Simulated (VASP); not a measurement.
# LiCl (P6_3mc) in VASP: notebook

Aim: see how the results for LiCl move with the level of theory and the settings. Levels: PBE, r2SCAN. Tasks: single point.

Program: VASP 6.6.1. These are calculated values, not measurements. Logs are shortened: lines on timing, memory, paths and dates and some standing lists are left out, and cuts for length are marked.

### 1 The cell of the first run

It takes space group P6_3mc (No. 186, hexagonal). The conventional cell has a = 3.894 Å, b = 3.894 Å, c = 6.224 Å, α = 90.00°, β = 90.00°, γ = 120.00°. Li (site symmetry 3m) has 4 Cl at 2.37 Å within 3.1 Å. Cl (site symmetry 3m) has 4 Li at 2.37 Å within 3.1 Å.

### 2 Single point, PBE

INCAR reads:

```
SYSTEM = LiCl
PREC = Accurate
ENCUT = 520
EDIFF = 1E-6
ISMEAR = 0
SIGMA = 0.01
LREAL = .False.
LASPH = .True.
NELM = 60
ALGO = Normal
ISIF = 2
LWAVE = .False.
LCHARG = .False.
GGA = PE
NBANDS = 18
```

KPOINTS reads:

```
regular mesh
0
Gamma
  12 12 4
  0 0 0
```

POSCAR reads:

```
LiCl
1.0
    3.8941841338      0.0000000000      0.0000000000
   -1.9470920669      3.3724623869      0.0000000000
    0.0000000000      0.0000000000      6.2244575754
Li Cl
2 2
Direct
    0.3333333333      0.6666666667     -0.0031270712
    0.6666666667      0.3333333333      0.4968729288
    0.3333333333      0.6666666667      0.3781270712
    0.6666666667      0.3333333333      0.8781270712
```

Potentials or basis: VASP PAW PBE potentials, release 64 (Li_sv, Cl).

Command:

```
> cat potpaw_PBE.64/Li_sv/POTCAR potpaw_PBE.64/Cl/POTCAR > POTCAR
> mpirun -np 1 vasp_std > vasp.out
```

OUTCAR:

```text
SYSTEM = LiCl
   PREC = Accurate
   ENCUT = 520
   EDIFF = 1E-6
   ISMEAR = 0
   LREAL = .False.
   LASPH = .True.
   NELM = 60
   ISIF = 2
   GGA = PE

 ion  position               nearest neighbor table
   1  0.333  0.667  0.997-   4 2.37   4 2.37   4 2.37   3 2.37
   2  0.667  0.333  0.497-   3 2.37   3 2.37   3 2.37   4 2.37
   3  0.333  0.667  0.378-   2 2.37   2 2.37   2 2.37   1 2.37
   4  0.667  0.333  0.878-   1 2.37   1 2.37   1 2.37   2 2.37

  LATTYP: Found a hexagonal cell.
 ALAT       =     3.8941841338
 C/A-ratio  =     1.5983983709

  Lattice vectors:

 A1 = (   3.8941841338,   0.0000000000,   0.0000000000)
 A2 = (  -1.9470920669,   3.3724623869,   0.0000000000)
 A3 = (   0.0000000000,   0.0000000000,   6.2244575754)

Analysis of symmetry for initial positions (statically):
=====================================================================
 Subroutine PRICEL returns:
 Original cell was already a primitive cell.

 Routine SETGRP: Setting up the symmetry group for a
 hexagonal supercell.

 Subroutine GETGRP returns: Found 12 space group operations
 (whereof  6 operations were pure point group operations)
 out of a pool of 24 trial point group operations.

The static configuration has the point symmetry C_3v.
 The point group associated with its full space group is C_6v.

Analysis of symmetry for dynamics (positions and initial velocities):
=====================================================================
 Subroutine PRICEL returns:
 Original cell was already a primitive cell.

 Routine SETGRP: Setting up the symmetry group for a
 hexagonal supercell.

 Subroutine GETGRP returns: Found 12 space group operations
 (whereof  6 operations were pure point group operations)
 out of a pool of 24 trial point group operations.

The dynamic configuration has the point symmetry C_3v.
 The point group associated with its full space group is C_6v.

 Subroutine INISYM returns: Found 12 space group operations
 (whereof  6 operations are pure point group operations),
 and found     1 'primitive' translations

----------------------------------------------------------------------------------------

                                     Primitive cell

  volume of cell :      81.7457

  direct lattice vectors                    reciprocal lattice vectors
     3.894184134  0.000000000  0.000000000     0.256793199  0.148259622  0.000000000
    -1.947092067  3.372462387  0.000000000     0.000000000  0.296519245  0.000000000
     0.000000000  0.000000000  6.224457575     0.000000000  0.000000000  0.160656569

  length of vectors
     3.894184134  3.894184134  6.224457575     0.296519245  0.296519245  0.160656569

  position of ions in fractional coordinates (direct lattice)
     0.333333333  0.666666667  0.996872929
     0.666666667  0.333333333  0.496872929
     0.333333333  0.666666667  0.378127071
     0.666666667  0.333333333  0.878127071

  ion indices of the primitive-cell ions
   primitive index   ion index
                 1           1
                 2           2
                 3           3
                 4           4

----------------------------------------------------------------------------------------

 KPOINTS: regular mesh

Automatic generation of k-mesh.
 Grid dimensions read from file:
 generate k-points for:   12   12    4

 Generating k-lattice:

  Cartesian coordinates                     Fractional coordinates (reciprocal lattice)
     0.021399433  0.012354969  0.000000000     0.083333333 -0.000000000  0.000000000
     0.000000000  0.024709937  0.000000000     0.000000000  0.083333333  0.000000000
     0.000000000  0.000000000  0.040164142     0.000000000  0.000000000  0.250000000

  Length of vectors
     0.024709937  0.024709937  0.040164142

  Shift w.r.t. Gamma in fractional coordinates (k-lattice)
     0.000000000  0.000000000  0.000000000

 Subroutine IBZKPT returns following result:
 ===========================================

 Found     57 irreducible k-points:

 Following reciprocal coordinates:
            Coordinates               Weight
  0.000000  0.000000  0.000000      1.000000
  0.083333  0.000000  0.000000      6.000000
  0.166667  0.000000  0.000000      6.000000
  0.250000  0.000000  0.000000      6.000000
  0.333333  0.000000  0.000000      6.000000
  0.416667  0.000000  0.000000      6.000000
[... 16 lines left out ...]
  0.250000  0.000000  0.250000     12.000000
  0.333333  0.000000  0.250000     12.000000
 [... further k-points ...]
   k-points           NKPTS =     57   k-points in BZ     NKDIM =     57   number of bands    NBANDS=     18
   number of dos      NEDOS =    301   number of ions     NIONS =      4
   total plane-waves  NPLWV =  43200
   dimension x,y,z NGX =    30 NGY =   30 NGZ =   48
   dimension x,y,z NGXF=    60 NGYF=   60 NGZF=   96
   ions per type =               2   2
   NGX,Y,Z   is equivalent  to a cutoff of  12.81, 12.81, 12.82 a.u.
   NGXF,Y,Z  is equivalent  to a cutoff of  25.61, 25.61, 25.64 a.u.
 SYSTEM =  LiCl
   PREC   = accura    normal or accurate (medium, high low for compatibility)
   ISTART =      0    job   : 0-new  1-cont  2-samecut
   ICHARG =      2    charge: 1-file 2-atom 10-const
   ISPIN  =      1    spin polarized calculation?
   LNONCOLLINEAR =      F non collinear calculations
   LSORBIT =      F    spin-orbit coupling
   LASPH  =      T    aspherical Exc in radial PAW
   ENCUT  =  520.0 eV  38.22 Ry    6.18 a.u.   7.24  7.24 11.57*2*pi/ulx,y,z
   NELM   =     60;   NELMIN=  2; NELMDL= -5     # of ELM steps
   EDIFF  = 0.1E-05   stopping-criterion for ELM
   LREAL  =      F    real-space projection
   EDIFFG = 0.1E-04   stopping-criterion for IOM
   NSW    =      0    number of steps for IOM
   IBRION =     -1    ionic relax: 0-MD 1-quasi-New 2-CG
   NFREE  =      0    steps in history (QN), initial steepest desc. (CG)
   ISIF   =      2    stress and relaxation
   ISYM   =      2    0-nonsym 1-usesym 2-fastsym
   POTIM  = 0.5000    time-step for ionic-motion
   TEBEG  =    0.0;   TEEND  =   0.0 temperature during run
   PSTRESS=    0.0 pullay stress
   NELECT =      20.0000    total number of electrons
   NUPDOWN=      -1.0000    fix difference up-down
   EMIN   =  10.00;   EMAX   =-10.00  energy-range for DOS
   EFERMI =   0.00;   METHOD = LEGACY
   ISMEAR =     0;   SIGMA  =   0.01  broadening in eV -4-tet -1-fermi 0-gaus
   EFERMI_NEDOS =   21; number of points for ismear=-14 and -15
   IALGO  =     38    algorithm
   IMIX   =      4    mixing-type and parameters
     AMIX     =   0.40;   BMIX     =  1.00
     AMIX_MAG =   1.60;   BMIX_MAG =  1.00
  volume/ion in A,a.u.               =      20.44       137.91
  Fermi-wavevector in a.u.,A,eV,Ry     =   1.023913  1.934915 14.264323  1.048398
  Thomas-Fermi vector in A             =   2.157672
   LORBIT       =      0    0 simple, 1 ext, 2 COOP (PROOUT), +10 PAW based schemes
   GGA     = PE    functional components
   LHFCALC =     F    Hartree Fock is set to
   AEXX    =    0.0000 exact exchange contribution
   IVDW    =     0    specifies the selected vdW correction
   LEPSILON=     F    determine dielectric tensor
   LRPA    =     F    only Hartree local field effects (RPA)
 non-spin polarized calculation
 Gauss-broadening in eV      SIGMA  =   0.01
  energy-cutoff  :      520.00
  volume of cell :       81.75
 maximum number of plane-waves:      2244
 NGX is ok and might be reduce to    30
   NGX = 15   NGY = 15   NGZ = 23

 number of electron      19.9999998 magnetization

 Free energy of the ion-electron system (eV)
  ---------------------------------------------------
  ext. energy  EPLUGINS =         0.00000000
  ---------------------------------------------------
  free energy    TOTEN  =       -14.86780398 eV

  energy without entropy =      -14.86780398  energy(sigma->0) =      -14.86780398

 E-fermi :  -0.9783     XC(G=0):  -7.7196

 val. band max:       -1.0923147587   @ k =   0.0000   0.0000   0.0000
 cond. band min:       4.9335874772   @ k =   0.0000   0.0000   0.0000
 fundamental gap:      6.0259022360
 Fermi energy:        -0.9783015503

 k-point     1 :       0.0000    0.0000    0.0000
  band No.  band energies     occupation
      1     -43.9914      2.00000
      2     -43.9899      2.00000
      3     -13.8891      2.00000
      4     -13.5655      2.00000
      5      -3.2057      2.00000
      6      -1.5112      2.00000
[... 10 lines left out ...]
     17       9.8255      0.00000
     18       9.9738      0.00000

 k-point     2 :       0.0833    0.0000    0.0000
  band No.  band energies     occupation
      1     -43.9914      2.00000
      2     -43.9898      2.00000
      3     -13.8732      2.00000
      4     -13.5587      2.00000
      5      -3.1685      2.00000
      6      -1.6170      2.00000
[... 10 lines left out ...]
     17       9.9692      0.00000
     18      10.1057      0.00000

 k-point     3 :       0.1667    0.0000    0.0000
  band No.  band energies     occupation
      1     -43.9911      2.00000
      2     -43.9897      2.00000
      3     -13.8283      2.00000
      4     -13.5407      2.00000
      5      -3.0619      2.00000
      6      -1.9009      2.00000
[... 10 lines left out ...]
     17      10.0571      0.00000
     18      10.3643      0.00000

 k-point     4 :       0.2500    0.0000    0.0000
  band No.  band energies     occupation
      1     -43.9907      2.00000
      2     -43.9896      2.00000
      3     -13.7629      2.00000
      4     -13.5187      2.00000
      5      -2.9055      2.00000
      6      -2.2642      2.00000
[... 10 lines left out ...]
     17      10.1545      0.00000
     18      10.9581      0.00000

 k-point     5 :       0.3333    0.0000    0.0000
  band No.  band energies     occupation
      1     -43.9904      2.00000
      2     -43.9895      2.00000
      3     -13.6902      2.00000
      4     -13.5019      2.00000
      5      -2.8098      2.00000
      6      -2.5039      2.00000
[... 10 lines left out ...]
     17      10.5419      0.00000
     18      11.4683      0.00000

 k-point     6 :       0.4167    0.0000    0.0000
  band No.  band energies     occupation
      1     -43.9901      2.00000
      2     -43.9894      2.00000
      3     -13.6279      2.00000
      4     -13.4975      2.00000
      5      -2.9570      2.00000
      6      -2.4575      2.00000
[... 10 lines left out ...]
     17      10.8441      0.00000
     18      11.8674      0.00000

 k-point     7 :       0.5000    0.0000    0.0000
  band No.  band energies     occupation
      1     -43.9899      2.00000
      2     -43.9894      2.00000
      3     -13.6006      2.00000
      4     -13.5001      2.00000
      5      -3.0338      2.00000
      6      -2.5184      2.00000
[... 10 lines left out ...]
     17      10.6970      0.00000
     18      12.2410      0.00000

 k-point     8 :       0.0833    0.0833    0.0000
  band No.  band energies     occupation
      1     -43.9912      2.00000
      2     -43.9897      2.00000
      3     -13.8428      2.00000
      4     -13.5463      2.00000
      5      -3.0965      2.00000
      6      -1.7779      2.00000
[... 10 lines left out ...]
     17      10.0971      0.00000
     18      10.2512      0.00000
[... 229 lines left out ...]
     17      11.2526      0.00000
     18      11.3174      0.00000

 k-point    20 :       0.0000    0.0000    0.2500
  band No.  band energies     occupation
      1     -43.9912      2.00000
      2     -43.9901      2.00000
      3     -13.8449      2.00000
      4     -13.6163      2.00000
      5      -2.9447      2.00000
      6      -1.4731      2.00000
[... 10 lines left out ...]
     17       9.5314      0.00000
     18       9.6074      0.00000

 k-point    21 :       0.0833    0.0000    0.2500
  band No.  band energies     occupation
      1     -43.9911      2.00000
      2     -43.9900      2.00000
      3     -13.8302      2.00000
      4     -13.6080      2.00000
      5      -2.9191      2.00000
      6      -1.5776      2.00000
[... 10 lines left out ...]
     17       9.6699      0.00000
     18       9.9765      0.00000

 k-point    22 :       0.1667    0.0000    0.2500
  band No.  band energies     occupation
      1     -43.9909      2.00000
      2     -43.9899      2.00000
      3     -13.7887      2.00000
      4     -13.5855      2.00000
      5      -2.8524      2.00000
      6      -1.8677      2.00000
[... 10 lines left out ...]
     17      10.0572      0.00000
     18      10.2557      0.00000

 k-point    23 :       0.2500    0.0000    0.2500
  band No.  band energies     occupation
      1     -43.9906      2.00000
      2     -43.9897      2.00000
      3     -13.7290      2.00000
      4     -13.5564      2.00000
      5      -2.7903      2.00000
      6      -2.2156      2.00000
[... 10 lines left out ...]
     17      10.5034      0.00000
     18      10.6245      0.00000

 k-point    24 :       0.3333    0.0000    0.2500
  band No.  band energies     occupation
      1     -43.9902      2.00000
      2     -43.9896      2.00000
      3     -13.6638      2.00000
      4     -13.5307      2.00000
      5      -2.8485      2.00000
      6      -2.4881      2.00000
[... 10 lines left out ...]
     17      10.8053      0.00000
     18      11.2750      0.00000

 [... further k-points ...]

------------------------ aborting loop because EDIFF is reached ----------------------------------------

  FORCE on cell =-STRESS in cart. coord.  units (eV):
  Direction    XX          YY          ZZ          XY          YZ          ZX
  --------------------------------------------------------------------------------------
  -------------------------------------------------------------------------------------
  Total        0.3059976      0.3059976      0.3079620     -0.0000000      0.0000000      0.0000000
  in kB        5.9974064      5.9974064      6.0359075     -0.0000000      0.0000000      0.0000000
  external PRESSURE =       6.0102401 kB  Pullay stress =       0.0000000 kB

 VOLUME and BASIS-vectors are now :
 -----------------------------------------------------------------------------
  energy-cutoff  :      520.00
  volume of cell :       81.75
      direct lattice vectors                 reciprocal lattice vectors
     3.894184134  0.000000000  0.000000000     0.256793199  0.148259622  0.000000000
    -1.947092067  3.372462387  0.000000000     0.000000000  0.296519245  0.000000000
     0.000000000  0.000000000  6.224457575     0.000000000  0.000000000  0.160656569

 POSITION                                       TOTAL-FORCE (eV/Angst)
 -----------------------------------------------------------------------------------
     -0.00000      2.24831      6.20499         0.000000      0.000000     -0.000767
      1.94709      1.12415      3.09276        -0.000000     -0.000000     -0.000767
     -0.00000      2.24831      2.35364        -0.000000     -0.000000      0.000767
      1.94709      1.12415      5.46586         0.000000     -0.000000      0.000767
 -----------------------------------------------------------------------------------
    total drift:                               -0.000000      0.000000     -0.000056

  FREE ENERGIE OF THE ION-ELECTRON SYSTEM (eV)
  ---------------------------------------------------
  free  energy   TOTEN  =       -14.8678039833 eV

  energy  without entropy=      -14.8678039833  energy(sigma->0) =      -14.86780398
```

It took 37 s on 1 thread of Intel Xeon 6975P-C (Granite Rapids), shared host; peak memory 0.22 GiB.

Results:

```yaml
Free_energy: -14.8678 eV
Band_gap_on_the_k_mesh: 6.03 eV, direct
```

Caveat: the cutoff is under 1.25 times the usual one of these potentials, so pressure, stress and relaxed cells hold a basis-set (Pulay) error. A k mesh can miss the band edges.

### 3 Single point, r2SCAN

POSCAR is that of step 2.

INCAR.step1 reads:

```
SYSTEM = LiCl
ALGO = Normal ; EDIFF = 1E-4
ENCUT = 520 ; GGA = PE
ISMEAR = 0 ; LASPH = .TRUE.
LCHARG = .FALSE. ; LREAL = .FALSE.
LWAVE = .TRUE. ; NBANDS = 18
NELM = 80 ; PREC = Accurate
SIGMA = 0.01
```

INCAR.step2 reads:

```
SYSTEM = LiCl
ALGO = Normal ; EDIFF = 1E-7
ENCUT = 520 ; ISIF = 2
ISMEAR = 0 ; ISTART = 1
LASPH = .TRUE. ; LCHARG = .FALSE.
LMIXTAU = .TRUE. ; LREAL = .FALSE.
LWAVE = .FALSE. ; METAGGA = R2SCAN
NBANDS = 18 ; NELM = 80
PREC = Accurate ; SIGMA = 0.01
```

KPOINTS reads:

```
k-points
0
G
  12 12 4
  0 0 0
```

Potentials or basis: VASP PAW PBE potentials, release 64 (Li_sv, Cl).

Command:

```
> cat potpaw_PBE.64/Li_sv/POTCAR potpaw_PBE.64/Cl/POTCAR > POTCAR
> cp INCAR.step1 INCAR
> mpirun -np 1 vasp_std > vasp.out
> cp INCAR.step2 INCAR
> mpirun -np 1 vasp_std > vasp.out
```

Run time: 3.5 min. Hardware: 1 thread of Intel Xeon 6975P-C (Granite Rapids), shared host; peak memory 0.23 GiB.

The run converged. Its results:

```yaml
Free_energy: -25.1743 eV
Largest_force: 0.005 eV/Å
Band_gap_on_the_k_mesh: 6.74 eV, direct
```

Forces in eV/Å, atoms in the order of the input:
```
Li   0.000  0.000  0.005
Li   0.000  0.000  0.005
Cl   0.000  0.000 -0.005
Cl   0.000  0.000 -0.005
```

Levels at points of the mesh, in eV from the valence-band top:
| k point | band 6 | band 7 | band 8 | band 9 | band 10 | band 11 | band 12 | band 13 | band 14 | band 15 |
| --- | --- | --- | --- | --- | --- | --- | --- | --- | --- | --- |
| (0.00, 0.00, 0.00) | -0.42 | -0.42 | -0.09 | -0.09 | 0.00 | 6.74 | 9.07 | 10.79 | 10.79 | 11.37 |
| (0.50, 0.00, 0.00) | -1.43 | -1.19 | -0.96 | -0.61 | -0.37 | 8.46 | 8.61 | 9.96 | 11.09 | 11.40 |
| (0.00, 0.00, 0.50) | -1.17 | -0.26 | -0.26 | -0.26 | -0.26 | 8.07 | 8.07 | 11.00 | 11.00 | 11.00 |
| (0.50, 0.00, 0.50) | -1.90 | -0.68 | -0.68 | -0.61 | -0.61 | 8.03 | 8.03 | 10.70 | 10.70 | 12.63 |

Caveat: the cutoff is under 1.25 times the usual one of these potentials, so pressure, stress and relaxed cells hold a basis-set (Pulay) error; the PAW data sets were made with another functional, which shifts forces and pressure a little. r2SCAN opens gaps a little over a GGA but as a rule still falls short of measured ones.
